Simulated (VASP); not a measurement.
# LiF (r.b) (Fm-3m) in VASP: a series of runs, part 2 of 2

VASP 6.6.1. Earlier steps stand in the parts before.

## (4) Single point, r2SCAN+rVV10

This run uses another cell than the first one, of 7.84 Å³/atom, 0.965 times its volume.

File POSCAR:

```
LiF
1.0
    0.0000000000      1.9865547540      1.9865547540
    1.9865547540      0.0000000000      1.9865547540
    1.9865547540      1.9865547540      0.0000000000
Li F
1 1
Direct
    0.0000000000      0.0000000000      0.0000000000
    0.5000000000      0.5000000000      0.5000000000
```

File INCAR.step1:

```
PREC = Accurate
ENCUT = 830
ISMEAR = 0
SIGMA = 0.02
LREAL = F
LASPH = T
NELM = 120
NBANDS = 12
GGA = PE
ALGO = Normal
EDIFF = 1E-5
LWAVE = T
LCHARG = F
GGA_COMPAT = F
```

File INCAR.step2:

```
PREC = Accurate
ENCUT = 830
EDIFF = 1E-6
ISMEAR = 0
SIGMA = 0.02
LREAL = F
LASPH = T
NELM = 120
ALGO = Normal
ISIF = 2
LWAVE = F
LCHARG = T
METAGGA = R2SCAN
LMIXTAU = T
LUSE_VDW = T
IVDW_NL = 2
BPARAM = 11.95
CPARAM = 0.0093
LELF = T
LVHAR = T
NBANDS = 12
ISTART = 1
GGA_COMPAT = F
```

File KPOINTS:

```
regular mesh
0
Gamma
  10 10 10
```

Potentials or basis: VASP PAW PBE potentials, release 64 (Li_sv, F).

The run is started by

```sh
$ cat potpaw_PBE.64/Li_sv/POTCAR potpaw_PBE.64/F/POTCAR > POTCAR
$ cp INCAR.step1 INCAR
$ mpirun -np 1 vasp_std > vasp.out
$ cp INCAR.step2 INCAR
$ mpirun -np 1 vasp_std > vasp.out
```

OUTCAR:

```text
PREC = Accurate
   ENCUT = 830
   EDIFF = 1E-6
   ISMEAR = 0
   LREAL = F
   LASPH = T
   NELM = 120
   ISIF = 2
   METAGGA = R2SCAN
   IVDW_NL = 2
   BPARAM = 11.95
   ISTART = 1

 ion  position               nearest neighbor table
   1  0.000  0.000  0.000-   2 1.99   2 1.99   2 1.99   2 1.99   2 1.99   2 1.99
   2  0.500  0.500  0.500-   1 1.99   1 1.99   1 1.99   1 1.99   1 1.99   1 1.99

  LATTYP: Found a face centered cubic cell.
 ALAT       =     3.9731095080

  Lattice vectors:

 A1 = (   0.0000000000,   1.9865547540,   1.9865547540)
 A2 = (   1.9865547540,   0.0000000000,   1.9865547540)
 A3 = (   1.9865547540,   1.9865547540,   0.0000000000)

Analysis of symmetry for initial positions (statically):
=====================================================================
 Subroutine PRICEL returns:
 Original cell was already a primitive cell.

 Routine SETGRP: Setting up the symmetry group for a
 face centered cubic supercell.

 Subroutine GETGRP returns: Found 48 space group operations
 (whereof 48 operations were pure point group operations)
 out of a pool of 48 trial point group operations.

The static configuration has the point symmetry O_h .

Analysis of symmetry for dynamics (positions and initial velocities):
=====================================================================
 Subroutine PRICEL returns:
 Original cell was already a primitive cell.

 Routine SETGRP: Setting up the symmetry group for a
 face centered cubic supercell.

 Subroutine GETGRP returns: Found 48 space group operations
 (whereof 48 operations were pure point group operations)
 out of a pool of 48 trial point group operations.

The dynamic configuration has the point symmetry O_h .

 Subroutine INISYM returns: Found 48 space group operations
 (whereof 48 operations are pure point group operations),
 and found     1 'primitive' translations

----------------------------------------------------------------------------------------

[... 116 lines left out ...]
   LORBIT       =      0    0 simple, 1 ext, 2 COOP (PROOUT), +10 PAW based schemes
   METAGGA = R2SCAN    functional components
   LHFCALC =     F    Hartree Fock is set to
   AEXX    =    0.0000 exact exchange contribution
   IVDW_NL    =     2    kernel type
   BPARAM     =11.9500
   IVDW    =     0    specifies the selected vdW correction
   LEPSILON=     F    determine dielectric tensor
   LRPA    =     F    only Hartree local field effects (RPA)
 non-spin polarized calculation
 Gauss-broadening in eV      SIGMA  =   0.02
  energy-cutoff  :      830.00
  volume of cell :       15.68
 maximum number of plane-waves:       875
 NGX is ok and might be reduce to    28
   NGX = 13   NGY = 13   NGZ = 13

 number of electron      10.0000003 magnetization

 Free energy of the ion-electron system (eV)
  ---------------------------------------------------
  ext. energy  EPLUGINS =         0.00000000
  ---------------------------------------------------
  free energy    TOTEN  =       -11.58414260 eV

  energy without entropy =      -11.58414260  energy(sigma->0) =      -11.58414260

 E-fermi :  -1.1630     XC(G=0): -10.8124

 val. band max:       -1.4022972091   @ k =   0.0000   0.0000   0.0000
 cond. band min:       9.2023998749   @ k =   0.0000   0.0000   0.0000
 fundamental gap:     10.6046970840
 Fermi energy:        -1.1630033652

 k-point     1 :       0.0000    0.0000    0.0000
  band No.  band energies     occupation
      1     -43.3265      2.00000
      2     -22.6112      2.00000
      3      -1.4023      2.00000
      4      -1.4023      2.00000
      5      -1.4023      2.00000
      6       9.2024      0.00000
      7      24.4527      0.00000
      8      24.4527      0.00000
      9      24.4527      0.00000
     10      25.1960      0.00000
     11      25.1960      0.00000
     12      25.1960      0.00000
[... 331 lines left out ...]
 k-point    24 :       0.4000    0.3000    0.0000
  band No.  band energies     occupation
      1     -43.2566      2.00000
      2     -22.0602      2.00000
      3      -3.8471      2.00000
      4      -2.3394      2.00000
      5      -2.2226      2.00000
      6      13.2326      0.00000
      7      16.6723      0.00000
      8      19.2098      0.00000
      9      20.8370      0.00000
     10      21.8504      0.00000
     11      35.1795      0.00000
     12      35.7331      0.00000

 [... further k-points ...]
[... 5 lines left out ...]
  --------------------------------------------------------------------------------------
  -------------------------------------------------------------------------------------
  Total       -0.0421637     -0.0421637     -0.0421637      0.0000000      0.0000000      0.0000000
  in kB       -4.3084198     -4.3084198     -4.3084198      0.0000000      0.0000000      0.0000000
  external PRESSURE =      -4.3084198 kB  Pullay stress =       0.0000000 kB

 VOLUME and BASIS-vectors are now :
 -----------------------------------------------------------------------------
  energy-cutoff  :      830.00
  volume of cell :       15.68
      direct lattice vectors                 reciprocal lattice vectors
     0.000000000  1.986554754  1.986554754    -0.251692031  0.251692031  0.251692031
     1.986554754  0.000000000  1.986554754     0.251692031 -0.251692031  0.251692031
     1.986554754  1.986554754  0.000000000     0.251692031  0.251692031 -0.251692031

 POSITION                                       TOTAL-FORCE (eV/Angst)
 -----------------------------------------------------------------------------------
      0.00000      0.00000      0.00000         0.000000      0.000000      0.000000
      1.98655      1.98655      1.98655        -0.000000     -0.000000     -0.000000
 -----------------------------------------------------------------------------------
    total drift:                                0.000000      0.000000      0.000000

  FREE ENERGIE OF THE ION-ELECTRON SYSTEM (eV)
  ---------------------------------------------------
  free  energy   TOTEN  =       -11.5841425975 eV

  energy  without entropy=      -11.5841425975  energy(sigma->0) =      -11.58414260
```

Run time: 3.1 min. Hardware: 1 thread of Intel Xeon 8259CL, shared host; peak memory 0.26 GiB.

Results:

```yaml
Free_energy: -11.5841 eV
Pressure: -0.4 GPa
Band_gap_on_the_k_mesh: 10.60 eV, direct
```

Caveat: the PAW data sets were made with another functional, which shifts forces and pressure a little.
